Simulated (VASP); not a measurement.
# SnSe (km) (Fm-3m) in VASP: single point with PBEsol

Aim: the single point of SnSe (km) with PBEsol.

All numbers are computed with VASP 6.6.1; they aren't measurements. Logs are shortened: lines on timing, memory, paths and dates and some standing lists are left out, and cuts for length are marked.

## 1. The cell of the first run

The structure is cubic, space group Fm-3m (No. 225). The conventional cell has a = 5.945 Å, b = 5.945 Å, c = 5.945 Å, α = 90.00°, β = 90.00°, γ = 90.00°. Sn (site symmetry m-3m) has 6 Se at 2.97 Å within 3.9 Å. Within 3.9 Å of Se (site symmetry m-3m) lie 6 Sn at 2.97 Å.

## 2. Single point, PBEsol

Input file INCAR:

```
  ALGO = Normal
  EDIFF = 1E-6
  ENCUT = 500
  GGA = PS
  GGA_COMPAT = F
  ISIF = 2
  ISMEAR = 0
  LASPH = T
  LCHARG = T
  LELF = T
  LREAL = F
  LVHAR = T
  LWAVE = F
  NBANDS = 17
  NELM = 120
  PREC = Accurate
  SIGMA = 0.02
```

Input file KPOINTS:

```
k-points
0
Gamma
  4 4 4
```

Input file POSCAR:

```
SnSe
1.0
    0.0000000000      2.9725906973      2.9725906973
    2.9725906973      0.0000000000      2.9725906973
    2.9725906973      2.9725906973      0.0000000000
Sn Se
1 1
Direct
    0.0000000000      0.0000000000      0.0000000000
    0.5000000000      0.5000000000      0.5000000000
```

Potentials or basis: VASP PAW PBE potentials, release 64 (Sn_d, Se).

Launch:

```
cat potpaw_PBE.64/Sn_d/POTCAR potpaw_PBE.64/Se/POTCAR > POTCAR
mpirun -np 1 vasp_std > vasp.out
```

OUTCAR:

```text
EDIFF = 1E-6
   ENCUT = 500
   GGA = PS
   ISIF = 2
   ISMEAR = 0
   LASPH = T
   LREAL = F
   NELM = 120
   PREC = Accurate

 ion  position               nearest neighbor table
   1  0.000  0.000  0.000-   2 2.97   2 2.97   2 2.97   2 2.97   2 2.97   2 2.97
   2  0.500  0.500  0.500-   1 2.97   1 2.97   1 2.97   1 2.97   1 2.97   1 2.97

  LATTYP: Found a face centered cubic cell.
 ALAT       =     5.9451813946

  Lattice vectors:

 A1 = (   0.0000000000,   2.9725906973,   2.9725906973)
 A2 = (   2.9725906973,   0.0000000000,   2.9725906973)
 A3 = (   2.9725906973,   2.9725906973,   0.0000000000)

Analysis of symmetry for initial positions (statically):
=====================================================================
 Subroutine PRICEL returns:
 Original cell was already a primitive cell.

 Routine SETGRP: Setting up the symmetry group for a
 face centered cubic supercell.

 Subroutine GETGRP returns: Found 48 space group operations
 (whereof 48 operations were pure point group operations)
 out of a pool of 48 trial point group operations.

The static configuration has the point symmetry O_h .

Analysis of symmetry for dynamics (positions and initial velocities):
=====================================================================
 Subroutine PRICEL returns:
 Original cell was already a primitive cell.

 Routine SETGRP: Setting up the symmetry group for a
 face centered cubic supercell.

 Subroutine GETGRP returns: Found 48 space group operations
 (whereof 48 operations were pure point group operations)
 out of a pool of 48 trial point group operations.

The dynamic configuration has the point symmetry O_h .

 Subroutine INISYM returns: Found 48 space group operations
 (whereof 48 operations are pure point group operations),
 and found     1 'primitive' translations

----------------------------------------------------------------------------------------

                                     Primitive cell

  volume of cell :      52.5334

  direct lattice vectors                    reciprocal lattice vectors
     0.000000000  2.972590697  2.972590697    -0.168203446  0.168203446  0.168203446
     2.972590697  0.000000000  2.972590697     0.168203446 -0.168203446  0.168203446
     2.972590697  2.972590697  0.000000000     0.168203446  0.168203446 -0.168203446

  length of vectors
     4.203878080  4.203878080  4.203878080     0.291336915  0.291336915  0.291336915

  position of ions in fractional coordinates (direct lattice)
     0.000000000  0.000000000  0.000000000
     0.500000000  0.500000000  0.500000000

  ion indices of the primitive-cell ions
   primitive index   ion index
                 1           1
                 2           2

----------------------------------------------------------------------------------------

 KPOINTS: k-points

Automatic generation of k-mesh.
 Grid dimensions read from file:
 generate k-points for:    4    4    4

 Generating k-lattice:

  Cartesian coordinates                     Fractional coordinates (reciprocal lattice)
    -0.042050862  0.042050862  0.042050862     0.250000000  0.000000000  0.000000000
     0.042050862 -0.042050862  0.042050862     0.000000000  0.250000000  0.000000000
     0.042050862  0.042050862 -0.042050862     0.000000000  0.000000000  0.250000000

  Length of vectors
     0.072834229  0.072834229  0.072834229

  Shift w.r.t. Gamma in fractional coordinates (k-lattice)
     0.000000000  0.000000000  0.000000000

 Subroutine IBZKPT returns following result:
 ===========================================

 Found      8 irreducible k-points:

 Following reciprocal coordinates:
            Coordinates               Weight
  0.000000  0.000000  0.000000      1.000000
  0.250000  0.000000  0.000000      8.000000
  0.500000  0.000000  0.000000      4.000000
  0.250000  0.250000  0.000000      6.000000
  0.500000  0.250000  0.000000     24.000000
 -0.250000  0.250000  0.000000     12.000000
  0.500000  0.500000  0.000000      3.000000
 -0.250000  0.500000  0.250000      6.000000
   k-points           NKPTS =      8   k-points in BZ     NKDIM =      8   number of bands    NBANDS=     17
   number of dos      NEDOS =    301   number of ions     NIONS =      2
   total plane-waves  NPLWV =  32768
   dimension x,y,z NGX =    32 NGY =   32 NGZ =   32
   dimension x,y,z NGXF=    64 NGYF=   64 NGZF=   64
   ions per type =               1   1
   NGX,Y,Z   is equivalent  to a cutoff of  12.65, 12.65, 12.65 a.u.
   NGXF,Y,Z  is equivalent  to a cutoff of  25.31, 25.31, 25.31 a.u.
 SYSTEM =  unknown system
   PREC   = accura    normal or accurate (medium, high low for compatibility)
   ISTART =      0    job   : 0-new  1-cont  2-samecut
   ICHARG =      2    charge: 1-file 2-atom 10-const
   ISPIN  =      1    spin polarized calculation?
   LNONCOLLINEAR =      F non collinear calculations
   LSORBIT =      F    spin-orbit coupling
   LASPH  =      T    aspherical Exc in radial PAW
   ENCUT  =  500.0 eV  36.75 Ry    6.06 a.u.   7.66  7.66  7.66*2*pi/ulx,y,z
   NELM   =    120;   NELMIN=  2; NELMDL= -5     # of ELM steps
   EDIFF  = 0.1E-05   stopping-criterion for ELM
   LREAL  =      F    real-space projection
   EDIFFG = 0.1E-04   stopping-criterion for IOM
   NSW    =      0    number of steps for IOM
   IBRION =     -1    ionic relax: 0-MD 1-quasi-New 2-CG
   NFREE  =      0    steps in history (QN), initial steepest desc. (CG)
   ISIF   =      2    stress and relaxation
   ISYM   =      2    0-nonsym 1-usesym 2-fastsym
   POTIM  = 0.5000    time-step for ionic-motion
   TEBEG  =    0.0;   TEEND  =   0.0 temperature during run
   PSTRESS=    0.0 pullay stress
   NELECT =      20.0000    total number of electrons
   NUPDOWN=      -1.0000    fix difference up-down
   EMIN   =  10.00;   EMAX   =-10.00  energy-range for DOS
   EFERMI =   0.00;   METHOD = LEGACY
   ISMEAR =     0;   SIGMA  =   0.02  broadening in eV -4-tet -1-fermi 0-gaus
   EFERMI_NEDOS =   21; number of points for ismear=-14 and -15
   IALGO  =     38    algorithm
   IMIX   =      4    mixing-type and parameters
     AMIX     =   0.40;   BMIX     =  1.00
     AMIX_MAG =   1.60;   BMIX_MAG =  1.00
  volume/ion in A,a.u.               =      26.27       177.26
  Fermi-wavevector in a.u.,A,eV,Ry     =   1.186514  2.242187 19.154508  1.407817
  Thomas-Fermi vector in A             =   2.322686
   LORBIT       =      0    0 simple, 1 ext, 2 COOP (PROOUT), +10 PAW based schemes
   GGA     = PS    functional components
   LHFCALC =     F    Hartree Fock is set to
   AEXX    =    0.0000 exact exchange contribution
   IVDW    =     0    specifies the selected vdW correction
   LEPSILON=     F    determine dielectric tensor
   LRPA    =     F    only Hartree local field effects (RPA)
 non-spin polarized calculation
 Gauss-broadening in eV      SIGMA  =   0.02
  energy-cutoff  :      500.00
  volume of cell :       52.53
 maximum number of plane-waves:      1363
 NGX is ok and might be reduce to    32
   NGX = 15   NGY = 15   NGZ = 15

 number of electron      20.0000006 magnetization

 Free energy of the ion-electron system (eV)
  ---------------------------------------------------
  ext. energy  EPLUGINS =         0.00000000
  ---------------------------------------------------
  free energy    TOTEN  =        -9.05914595 eV

  energy without entropy =       -9.05914595  energy(sigma->0) =       -9.05914595

 E-fermi :   5.9170     XC(G=0):  -9.9688

 val. band max:        5.7271510396   @ k =   0.5000   0.0000   0.0000
 cond. band min:       6.5277727550   @ k =   0.5000   0.0000   0.0000
 fundamental gap:      0.8006217154
 Fermi energy:         5.9170126018

 k-point     1 :       0.0000    0.0000    0.0000
  band No.  band energies     occupation
      1     -15.6681      2.00000
      2     -15.6681      2.00000
      3     -15.6650      2.00000
      4     -15.6650      2.00000
      5     -15.6650      2.00000
      6      -8.3332      2.00000
      7       0.8414      2.00000
      8       3.5216      2.00000
      9       3.5216      2.00000
     10       3.5216      2.00000
     11      10.2692      0.00000
     12      10.2692      0.00000
     13      10.2692      0.00000
     14      11.6066      0.00000
     15      11.6066      0.00000
     16      11.6066      0.00000
     17      13.8486      0.00000

 k-point     2 :       0.2500    0.0000    0.0000
  band No.  band energies     occupation
      1     -15.6726      2.00000
      2     -15.6726      2.00000
      3     -15.6636      2.00000
      4     -15.6577      2.00000
      5     -15.6577      2.00000
      6      -7.8995      2.00000
      7      -1.0061      2.00000
      8       3.6086      2.00000
      9       3.6086      2.00000
     10       4.8449      2.00000
     11       8.0075      0.00000
     12       8.2750      0.00000
     13       8.2750      0.00000
     14      11.8858      0.00000
     15      12.9815      0.00000
     16      12.9815      0.00000
     17      17.3375      0.00000

 k-point     3 :       0.5000    0.0000    0.0000
  band No.  band energies     occupation
      1     -15.6774      2.00000
      2     -15.6774      2.00000
      3     -15.6623      2.00000
      4     -15.6500      2.00000
      5     -15.6500      2.00000
      6      -7.3202      2.00000
      7      -2.4382      2.00000
      8       3.7734      2.00000
      9       3.7734      2.00000
     10       5.7272      2.00000
     11       6.5278      0.00000
     12       7.0352      0.00000
     13       7.0352      0.00000
     14      14.0554      0.00000
     15      16.0403      0.00000
     16      16.0658      0.00000
     17      16.0658      0.00000

 k-point     4 :       0.2500    0.2500    0.0000
  band No.  band energies     occupation
      1     -15.6828      2.00000
      2     -15.6690      2.00000
      3     -15.6636      2.00000
      4     -15.6547      2.00000
      5     -15.6547      2.00000
      6      -7.7536      2.00000
      7      -0.6826      2.00000
      8       2.6785      2.00000
      9       2.6785      2.00000
     10       4.0825      2.00000
     11       8.0068      0.00000
     12       9.5756      0.00000
     13      10.4010      0.00000
     14      10.4010      0.00000
     15      14.8312      0.00000
     16      15.0038      0.00000
     17      15.0038      0.00000

 k-point     5 :       0.5000    0.2500    0.0000
  band No.  band energies     occupation
      1     -15.6895      2.00000
      2     -15.6675      2.00000
      3     -15.6647      2.00000
      4     -15.6512      2.00000
      5     -15.6478      2.00000
      6      -7.1760      2.00000
      7      -1.6739      2.00000
      8       1.6038      2.00000
      9       2.6687      2.00000
     10       3.5997      2.00000
     11       8.5593      0.00000
     12       9.1580      0.00000
     13      10.2221      0.00000
     14      11.2032      0.00000
     15      15.7718      0.00000
     16      16.5453      0.00000
     17      17.3192      0.00000

 k-point     6 :      -0.2500    0.2500    0.0000
  band No.  band energies     occupation
      1     -15.6794      2.00000
      2     -15.6732      2.00000
      3     -15.6593      2.00000
      4     -15.6541      2.00000
      5     -15.6540      2.00000
      6      -7.3687      2.00000
      7      -1.7144      2.00000
      8       1.6339      2.00000
      9       3.6292      2.00000
     10       5.2143      2.00000
     11       7.0549      0.00000
     12       7.5685      0.00000
     13      10.1068      0.00000
     14      13.3856      0.00000
     15      13.4533      0.00000
     16      15.0813      0.00000
     17      16.2598      0.00000

 k-point     7 :       0.5000    0.5000    0.0000
  band No.  band energies     occupation
      1     -15.7039      2.00000
      2     -15.6730      2.00000
      3     -15.6591      2.00000
      4     -15.6440      2.00000
      5     -15.6440      2.00000
      6      -7.0049      2.00000
      7      -0.2048      2.00000
      8       0.0645      2.00000
      9       1.9973      2.00000
     10       1.9973      2.00000
     11       8.6387      0.00000
     12      11.3633      0.00000
     13      11.3633      0.00000
     14      11.9865      0.00000
     15      16.4069      0.00000
     16      17.7305      0.00000
     17      18.5478      0.00000

 k-point     8 :      -0.2500    0.5000    0.2500
  band No.  band energies     occupation
      1     -15.6927      2.00000
      2     -15.6671      2.00000
      3     -15.6587      2.00000
      4     -15.6587      2.00000
      5     -15.6440      2.00000
      6      -6.9755      2.00000
      7      -1.2057      2.00000
      8       0.8666      2.00000
      9       0.8666      2.00000
     10       5.0206      2.00000
     11       7.3226      0.00000
     12      10.6028      0.00000
     13      10.6028      0.00000
     14      13.1519      0.00000
     15      13.1519      0.00000
     16      17.2887      0.00000
     17      18.6810      0.00000

------------------------ aborting loop because EDIFF is reached ----------------------------------------

  FORCE on cell =-STRESS in cart. coord.  units (eV):
  Direction    XX          YY          ZZ          XY          YZ          ZX
  --------------------------------------------------------------------------------------
  -------------------------------------------------------------------------------------
  Total       -0.4826480     -0.4826480     -0.4826480      0.0000000      0.0000000     -0.0000000
  in kB      -14.7199297    -14.7199297    -14.7199297      0.0000000      0.0000000     -0.0000000
  external PRESSURE =     -14.7199297 kB  Pullay stress =       0.0000000 kB

 VOLUME and BASIS-vectors are now :
 -----------------------------------------------------------------------------
  energy-cutoff  :      500.00
  volume of cell :       52.53
      direct lattice vectors                 reciprocal lattice vectors
     0.000000000  2.972590697  2.972590697    -0.168203446  0.168203446  0.168203446
     2.972590697  0.000000000  2.972590697     0.168203446 -0.168203446  0.168203446
     2.972590697  2.972590697  0.000000000     0.168203446  0.168203446 -0.168203446

 POSITION                                       TOTAL-FORCE (eV/Angst)
 -----------------------------------------------------------------------------------
      0.00000      0.00000      0.00000        -0.000000      0.000000      0.000000
      2.97259      2.97259      2.97259         0.000000     -0.000000     -0.000000
 -----------------------------------------------------------------------------------
    total drift:                                0.000000     -0.000000     -0.000000

  FREE ENERGIE OF THE ION-ELECTRON SYSTEM (eV)
  ---------------------------------------------------
  free  energy   TOTEN  =        -9.0591459511 eV

  energy  without entropy=       -9.0591459511  energy(sigma->0) =       -9.05914595
```

Wall time 8.2 s (1 thread of Intel Xeon 6975P-C, shared host); peak memory 0.17 GiB.

What came out:

* Free energy: -9.0591 eV
* Pressure: -1.5 GPa
* Band gap on the k mesh: 0.80 eV, direct

Caveat: the k points lie up to 0.46 Å⁻¹ apart; the PAW data sets were made with another functional, which shifts forces and pressure a little; spin-orbit coupling is left out, which moves the levels of the heavy elements. A k mesh can miss the band edges.
